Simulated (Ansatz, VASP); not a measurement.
## Two plane-wave programs on Ge3Br

Contents of POSCAR:

```
Ge3Br
1.0
    6.2306076215      0.0000000000      0.0000000000
   -3.1153038108      5.3958644812      0.0000000000
    0.0000000000      0.0000000000      5.0010239511
Ge Br
6 2
Direct
    0.8330000000      0.6660000000      0.2500000000
    0.1670000000      0.8330000000      0.7500000000
    0.3340000000      0.1670000000      0.2500000000
    0.1670000000      0.3340000000      0.7500000000
    0.8330000000      0.1670000000      0.2500000000
    0.6660000000      0.8330000000      0.7500000000
    0.3333333333      0.6666666667      0.2500000000
    0.6666666667      0.3333333333      0.7500000000
```

INCAR.step1

```
SYSTEM = Ge3Br
  ALGO = Normal
  EDIFF = 1E-4
  ENCUT = 520
  GGA = PE
  ISMEAR = 0
  LASPH = .TRUE.
  LCHARG = .FALSE.
  LREAL = .FALSE.
  LWAVE = .TRUE.
  NBANDS = 59
  NELM = 80
  PREC = Accurate
  SIGMA = 0.1
```

Contents of INCAR.step2:

```
SYSTEM = Ge3Br
  ALGO = Normal
  EDIFF = 1E-7
  ENCUT = 520
  ISIF = 2
  ISMEAR = 0
  ISTART = 1
  LASPH = .TRUE.
  LCHARG = .TRUE.
  LELF = .TRUE.
  LMIXTAU = .TRUE.
  LREAL = .FALSE.
  LVHAR = .TRUE.
  LWAVE = .FALSE.
  METAGGA = R2SCAN
  NBANDS = 59
  NELM = 80
  PREC = Accurate
  SIGMA = 0.1
```

The input KPOINTS:

```
k-points
0
G
  3 3 4
  0 0 0
```

Input for Ansatz:

```yaml
crystal:
  lattice:
    - [6.2306076215, 0.0, 0.0]
    - [-3.1153038108, 5.3958644812, 0.0]
    - [0.0, 0.0, 5.0010239511]
  atoms:
    - { symbol: Ge, position: [0.833, 0.666, 0.25] }
    - { symbol: Ge, position: [0.167, 0.833, 0.75] }
    - { symbol: Ge, position: [0.334, 0.167, 0.25] }
    - { symbol: Ge, position: [0.167, 0.334, 0.75] }
    - { symbol: Ge, position: [0.833, 0.167, 0.25] }
    - { symbol: Ge, position: [0.666, 0.833, 0.75] }
    - { symbol: Br, position: [0.3333333333, 0.6666666667, 0.25] }
    - { symbol: Br, position: [0.6666666667, 0.3333333333, 0.75] }
basis:
  ecutwfc: 500
kpoints:
  mp_grid: { grid: [3, 3, 4] }
hamiltonian:
  xc: r2scan
scf:
  occupations: { method: gaussian, width: 0.1 }
  lower_state_search: "off"
output:
  forces: true
  stress: true
  eigenvalues: true
```

Alike in both runs: task single point; functional r2SCAN; k mesh 3 × 3 × 4; occupations gaussian, width 0.1 eV; no spin polarisation.

|  | VASP | Ansatz |
| --- | --- | --- |
| version | VASP 6.6.1 | Ansatz 0.2.0 |
| potentials or method | VASP PAW PBE potentials, release 64 (Ge_d, Br), cutoff 520 eV | scalar-relativistic, plane waves, PAW |
| valence electrons in the cell | 98 | 98 |

|  | VASP | Ansatz | Ansatz less VASP |
| --- | --- | --- | --- |
| gap on the k mesh at the Fermi level (eV) | none | none | - |
| pressure (GPa) | 1.8 | 1.9 | +0.08 |
| traceless stress, the component that is largest in VASP (GPa) | -0.31 | -0.34 | -0.029 |
| rms of the force components (eV/Å) | 0.142 | 0.141 | -0.0009 |

VASP's potentials were made for PBE, not for r2SCAN. Atom by atom the forces differ by 0.001 eV/Å (rms over components). A gap of «none» marks a metal or a gap that the smearing closes. With one functional, cell and mesh, what is left measures potentials, basis and numerics.

The k mesh is coarse, so the values compare programs but aren't converged.
